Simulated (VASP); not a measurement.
# PbS (Fm-3m) in VASP: settings compared

The runs below take PbS through single point, with PBE, HSE06.

Everything below comes from runs of VASP 6.6.1. Logs are shortened: lines on timing, memory, paths and dates and some standing lists are left out, and cuts for length are marked.

## (1) The cell of the first run

It takes space group Fm-3m (No. 225, cubic). The conventional cell has a = 5.915 Å, b = 5.915 Å, c = 5.915 Å, α = 90.00°, β = 90.00°, γ = 90.00°. Pb (site symmetry m-3m) has 6 S at 2.96 Å within 3.9 Å. Within 3.9 Å of S (site symmetry m-3m) lie 6 Pb at 2.96 Å.

## (2) Single point, PBE (strain -1.0%)

INCAR

```
PREC = Accurate
ENCUT = 500
EDIFF = 1E-6
ISMEAR = -1
SIGMA = 0.02
LREAL = False
LASPH = True
NELM = 120
ALGO = Normal
ISIF = 2
LWAVE = False
LCHARG = False
GGA = PE
NBANDS = 17
GGA_COMPAT = False
```

KPOINTS

```
Automatic mesh
0
Gamma
  8 8 8
```

POSCAR

```
PbS
1.0
    0.0000000000      2.9573603494      2.9573603494
    2.9573603494      0.0000000000      2.9573603494
    2.9573603494      2.9573603494      0.0000000000
Pb S
1 1
Direct
    0.0000000000      0.0000000000      0.0000000000
    0.5000000000      0.5000000000      0.5000000000
```

Potentials or basis: VASP PAW PBE potentials, release 64 (Pb_d, S).

Launch:

```bash
> cat potpaw_PBE.64/Pb_d/POTCAR potpaw_PBE.64/S/POTCAR > POTCAR
> mpirun -np 1 vasp_std > vasp.out
```

OUTCAR:

```text
PREC = Accurate
   ENCUT = 500
   EDIFF = 1E-6
   ISMEAR = -1
   LREAL = False
   LASPH = True
   NELM = 120
   ISIF = 2
   GGA = PE

 ion  position               nearest neighbor table
   1  0.000  0.000  0.000-   2 2.96   2 2.96   2 2.96   2 2.96   2 2.96   2 2.96
   2  0.500  0.500  0.500-   1 2.96   1 2.96   1 2.96   1 2.96   1 2.96   1 2.96

  LATTYP: Found a face centered cubic cell.
 ALAT       =     5.9147206988

  Lattice vectors:

 A1 = (   0.0000000000,   2.9573603494,   2.9573603494)
 A2 = (   2.9573603494,   0.0000000000,   2.9573603494)
 A3 = (   2.9573603494,   2.9573603494,   0.0000000000)

Analysis of symmetry for initial positions (statically):
=====================================================================
 Subroutine PRICEL returns:
 Original cell was already a primitive cell.

 Routine SETGRP: Setting up the symmetry group for a
 face centered cubic supercell.

 Subroutine GETGRP returns: Found 48 space group operations
 (whereof 48 operations were pure point group operations)
 out of a pool of 48 trial point group operations.

The static configuration has the point symmetry O_h .

Analysis of symmetry for dynamics (positions and initial velocities):
=====================================================================
 Subroutine PRICEL returns:
 Original cell was already a primitive cell.

 Routine SETGRP: Setting up the symmetry group for a
 face centered cubic supercell.

 Subroutine GETGRP returns: Found 48 space group operations
 (whereof 48 operations were pure point group operations)
 out of a pool of 48 trial point group operations.

The dynamic configuration has the point symmetry O_h .

 Subroutine INISYM returns: Found 48 space group operations
 (whereof 48 operations are pure point group operations),
 and found     1 'primitive' translations

----------------------------------------------------------------------------------------

                                     Primitive cell

  volume of cell :      51.7300

  direct lattice vectors                    reciprocal lattice vectors
     0.000000000  2.957360349  2.957360349    -0.169069691  0.169069691  0.169069691
     2.957360349  0.000000000  2.957360349     0.169069691 -0.169069691  0.169069691
     2.957360349  2.957360349  0.000000000     0.169069691  0.169069691 -0.169069691

  length of vectors
     4.182339115  4.182339115  4.182339115     0.292837295  0.292837295  0.292837295

  position of ions in fractional coordinates (direct lattice)
     0.000000000  0.000000000  0.000000000
[... 77 lines left out ...]
   NELM   =    120;   NELMIN=  2; NELMDL= -5     # of ELM steps
   EDIFF  = 0.1E-05   stopping-criterion for ELM
   LREAL  =      F    real-space projection
   EDIFFG = 0.1E-04   stopping-criterion for IOM
   NSW    =      0    number of steps for IOM
   IBRION =     -1    ionic relax: 0-MD 1-quasi-New 2-CG
   NFREE  =      0    steps in history (QN), initial steepest desc. (CG)
   ISIF   =      2    stress and relaxation
   ISYM   =      2    0-nonsym 1-usesym 2-fastsym
   POTIM  = 0.5000    time-step for ionic-motion
   TEBEG  =    0.0;   TEEND  =   0.0 temperature during run
   PSTRESS=    0.0 pullay stress
   NELECT =      20.0000    total number of electrons
   NUPDOWN=      -1.0000    fix difference up-down
   EMIN   =  10.00;   EMAX   =-10.00  energy-range for DOS
   EFERMI =   0.00;   METHOD = LEGACY
   ISMEAR =    -1;   SIGMA  =   0.02  broadening in eV -4-tet -1-fermi 0-gaus
   EFERMI_NEDOS =   21; number of points for ismear=-14 and -15
   IALGO  =     38    algorithm
   IMIX   =      4    mixing-type and parameters
     AMIX     =   0.40;   BMIX     =  1.00
     AMIX_MAG =   1.60;   BMIX_MAG =  1.00
  volume/ion in A,a.u.               =      25.87       174.55
  Fermi-wavevector in a.u.,A,eV,Ry     =   1.192625  2.253735 19.352307  1.422354
  Thomas-Fermi vector in A             =   2.328659
   LORBIT       =      0    0 simple, 1 ext, 2 COOP (PROOUT), +10 PAW based schemes
   GGA     = PE    functional components
   LHFCALC =     F    Hartree Fock is set to
   AEXX    =    0.0000 exact exchange contribution
   IVDW    =     0    specifies the selected vdW correction
   LEPSILON=     F    determine dielectric tensor
   LRPA    =     F    only Hartree local field effects (RPA)
 non-spin polarized calculation
  energy-cutoff  :      500.00
  volume of cell :       51.73
 maximum number of plane-waves:      1363
 NGX is ok and might be reduce to    32
   NGX = 15   NGY = 15   NGZ = 15

 number of electron      19.9999997 magnetization

 Free energy of the ion-electron system (eV)
  ---------------------------------------------------
  ext. energy  EPLUGINS =         0.00000000
  ---------------------------------------------------
  free energy    TOTEN  =        -8.74908627 eV

  energy without entropy =       -8.74908483  energy(sigma->0) =       -8.74908555

 E-fermi :   6.1117     XC(G=0):  -9.7224

 val. band max:        5.9455646039   @ k =   0.5000   0.0000   0.0000
 cond. band min:       6.2778470143   @ k =   0.5000   0.0000   0.0000
 fundamental gap:      0.3322824104
 Fermi energy:         6.1117056703

 k-point     1 :       0.0000    0.0000    0.0000
  band No.  band energies     occupation
      1     -10.9032      2.00000
      2     -10.9032      2.00000
      3     -10.9032      2.00000
      4     -10.8869      2.00000
      5     -10.8869      2.00000
      6      -7.7399      2.00000
[... 457 lines left out ...]
      4     -10.8732      2.00000
      5     -10.8514      2.00000
      6      -6.2441      2.00000
[... 9 lines left out ...]
     16      16.8493      0.00000
     17      17.1255      0.00000

 [... further k-points ...]

------------------------ aborting loop because EDIFF is reached ----------------------------------------

  FORCE on cell =-STRESS in cart. coord.  units (eV):
  Direction    XX          YY          ZZ          XY          YZ          ZX
  --------------------------------------------------------------------------------------
  -------------------------------------------------------------------------------------
  Total        0.8661938      0.8661938      0.8661938      0.0000000      0.0000000      0.0000000
  in kB       26.8276691     26.8276691     26.8276691      0.0000000      0.0000000      0.0000000
  external PRESSURE =      26.8276691 kB  Pullay stress =       0.0000000 kB

 VOLUME and BASIS-vectors are now :
 -----------------------------------------------------------------------------
  energy-cutoff  :      500.00
  volume of cell :       51.73
      direct lattice vectors                 reciprocal lattice vectors
     0.000000000  2.957360349  2.957360349    -0.169069691  0.169069691  0.169069691
     2.957360349  0.000000000  2.957360349     0.169069691 -0.169069691  0.169069691
     2.957360349  2.957360349  0.000000000     0.169069691  0.169069691 -0.169069691

 POSITION                                       TOTAL-FORCE (eV/Angst)
 -----------------------------------------------------------------------------------
      0.00000      0.00000      0.00000         0.000000     -0.000000     -0.000000
      2.95736      2.95736      2.95736         0.000000      0.000000      0.000000
 -----------------------------------------------------------------------------------
    total drift:                                0.000000     -0.000000     -0.000000

  FREE ENERGIE OF THE ION-ELECTRON SYSTEM (eV)
  ---------------------------------------------------
  free  energy   TOTEN  =        -8.7490862672 eV

  energy  without entropy=       -8.7490848321  energy(sigma->0) =       -8.74908555
```

OSZICAR:

```text
N       E                     dE             d eps       ncg     rms          rms(c)
DAV:   1     0.154789320883E+03    0.15479E+03   -0.95168E+03   994   0.121E+03
DAV:   2     0.230245411626E+01   -0.15249E+03   -0.14726E+03  1062   0.307E+02
DAV:   3    -0.895306355701E+01   -0.11256E+02   -0.11164E+02  1280   0.896E+01
DAV:   4    -0.921561973937E+01   -0.26256E+00   -0.26238E+00  1289   0.150E+01
DAV:   5    -0.922446497017E+01   -0.88452E-02   -0.88441E-02  1383   0.269E+00    0.472E+00
DAV:   6    -0.874541494550E+01    0.47905E+00   -0.13513E+00  1523   0.794E+00    0.330E+00
DAV:   7    -0.874577956998E+01   -0.36462E-03   -0.14433E-01  1230   0.190E+00    0.187E+00
DAV:   8    -0.874937115034E+01   -0.35916E-02   -0.16243E-02  1192   0.137E+00    0.234E-01
DAV:   9    -0.874890167086E+01    0.46948E-03   -0.32879E-03  1539   0.505E-01    0.864E-02
DAV:  10    -0.874907776460E+01   -0.17609E-03   -0.36412E-04  1084   0.120E-01    0.538E-02
DAV:  11    -0.874908543241E+01   -0.76678E-05   -0.62876E-05  1344   0.874E-02    0.193E-02
DAV:  12    -0.874908626719E+01   -0.83478E-06   -0.43894E-06  1295   0.202E-02
   1 F= -.87490863E+01 E0= -.87490855E+01  d E =-.143510E-05
```

stdout:

```text
POSCAR found type information on POSCAR PbS
 POSCAR found :  2 types and       2 ions
 scaLAPACK will be used
 LDA part: xc-table for (Slater+PW92), standard interpolation
 POSCAR, INCAR and KPOINTS ok, starting setup
 FFT: planning ... GRIDC
 FFT: planning ... GRID_SOFT
 FFT: planning ... GRID
 WAVECAR not read
 entering main loop
```

It took 20 s on 1 thread of Intel Xeon Platinum 8259CL at 2.50GHz (Skylake/Cascade Lake), shared host; peak memory 0.18 GiB.

Results:

| Quantity | Value |
| --- | --- |
| Free energy | -8.7491 eV |
| Pressure | 2.7 GPa |
| Band gap on the k mesh | 0.33 eV |

Caveat: the cell differs from its parent crystal (strain -1.0%); spin-orbit coupling is left out, which moves the levels of the heavy elements.

## (3) Single point, PBE (strain +2.0%)

INCAR

```
SYSTEM = PbS
ALGO     = Normal         ! electronic algorithm
EDIFF    = 1E-6           ! SCF threshold, eV
ENCUT    = 500            ! plane-wave cutoff, eV
GGA      = PE             ! functional
GGA_COMPAT= .False.      
ISIF     = 2              ! what is computed and relaxed
ISMEAR   = -1             ! smearing method
LASPH    = .True.         ! aspherical terms in the spheres
LCHARG   = .False.        ! write CHGCAR
LREAL    = .False.        ! projectors in reciprocal space
LWAVE    = .False.        ! write WAVECAR
NBANDS   = 17             ! bands
NELM     = 120            ! most SCF steps
PREC     = Accurate       ! precision mode
SIGMA    = 0.02           ! smearing width, eV
```

KPOINTS

```
k-points
0
Gamma
  8 8 8
  0 0 0
```

POSCAR

```
PbS
1.0
    0.0000000000      3.0469773297      3.0469773297
    3.0469773297      0.0000000000      3.0469773297
    3.0469773297      3.0469773297      0.0000000000
Pb S
1 1
Direct
    0.0000000000      0.0000000000      0.0000000000
    0.5000000000      0.5000000000      0.5000000000
```

Potentials or basis: VASP PAW PBE potentials, release 64 (Pb_d, S).

Launch:

```bash
> cat potpaw_PBE.64/Pb_d/POTCAR potpaw_PBE.64/S/POTCAR > POTCAR
> mpirun -np 1 vasp_std > vasp.out
```

Run time: 20 s. Hardware: 1 thread of Intel Xeon Platinum 8259CL at 2.50GHz (Skylake/Cascade Lake), shared host; peak memory 0.18 GiB.

Results (log left out):

```yaml
Free_energy: -8.7544 eV
Pressure: -2.1 GPa
Band_gap_on_the_k_mesh: 0.63 eV
```

Levels at points of the mesh, in eV from the valence-band top:
```tsv
k point	band 8	band 9	band 10	band 11	band 12	band 13
(0.00, 0.00, 0.00)	-1.71	-1.71	-1.71	5.04	5.04	5.04
(0.50, 0.00, 0.00)	-1.38	-1.38	0.00	0.63	2.19	2.19
(0.50, 0.50, 0.00)	-4.45	-2.86	-2.86	4.28	5.37	5.45
```

Caveat: the cell differs from its parent crystal (strain +2.0%); spin-orbit coupling is left out, which moves the levels of the heavy elements. A k mesh can miss the band edges.

## (4) Single point, PBE (strain +3.0%)

INCAR

```
SYSTEM = PbS
PREC     = Accurate       ! precision mode
ENCUT    = 500            ! plane-wave cutoff, eV
EDIFF    = 1E-6           ! SCF threshold, eV
ISMEAR   = -1             ! smearing method
SIGMA    = 0.02           ! smearing width, eV
LREAL    = .FALSE.        ! projectors in reciprocal space
LASPH    = .TRUE.         ! aspherical terms in the spheres
NELM     = 120            ! most SCF steps
ALGO     = Normal         ! electronic algorithm
ISIF     = 2              ! what is computed and relaxed
LWAVE    = .FALSE.        ! write WAVECAR
LCHARG   = .FALSE.        ! write CHGCAR
GGA      = PE             ! functional
NBANDS   = 17             ! bands
GGA_COMPAT= .FALSE.
```

KPOINTS

```
Automatic mesh
0
G
  8 8 8
  0 0 0
```

POSCAR

```
PbS
1.0
    0.0000000000      3.0768496565      3.0768496565
    3.0768496565      0.0000000000      3.0768496565
    3.0768496565      3.0768496565      0.0000000000
Pb S
1 1
Direct
    0.0000000000      0.0000000000      0.0000000000
    0.5000000000      0.5000000000      0.5000000000
```

Launch:

```bash
> cat potpaw_PBE.64/Pb_d/POTCAR potpaw_PBE.64/S/POTCAR > POTCAR
> mpirun -np 1 vasp_std > vasp.out
```

It took 19 s on 1 thread of Intel Xeon Platinum 8259CL at 2.50GHz (Skylake/Cascade Lake), shared host; peak memory 0.18 GiB.

The run converged. Its results:

- Free energy: -8.7266 eV
- Pressure: -3.3 GPa
- Band gap on the k mesh: 0.71 eV

Levels at points of the mesh, in eV from the valence-band top:
| k point | band 6 | band 7 | band 8 | band 9 | band 10 | band 11 | band 12 | band 13 | band 14 | band 15 |
| --- | --- | --- | --- | --- | --- | --- | --- | --- | --- | --- |
| (0.00, 0.00, 0.00) | -12.58 | -6.14 | -1.57 | -1.57 | -1.57 | 4.97 | 4.97 | 4.97 | 7.08 | 7.08 |
| (0.50, 0.00, 0.00) | -11.60 | -8.19 | -1.25 | -1.25 | 0.00 | 0.71 | 2.25 | 2.25 | 8.60 | 10.36 |
| (0.50, 0.50, 0.00) | -11.32 | -6.98 | -4.21 | -2.67 | -2.67 | 4.41 | 5.29 | 5.36 | 5.36 | 11.16 |

Caveat: the cell differs from its parent crystal (strain +3.0%); the cell stands under tension; spin-orbit coupling is left out, which moves the levels of the heavy elements.

(Continued in part 2 of 2.)
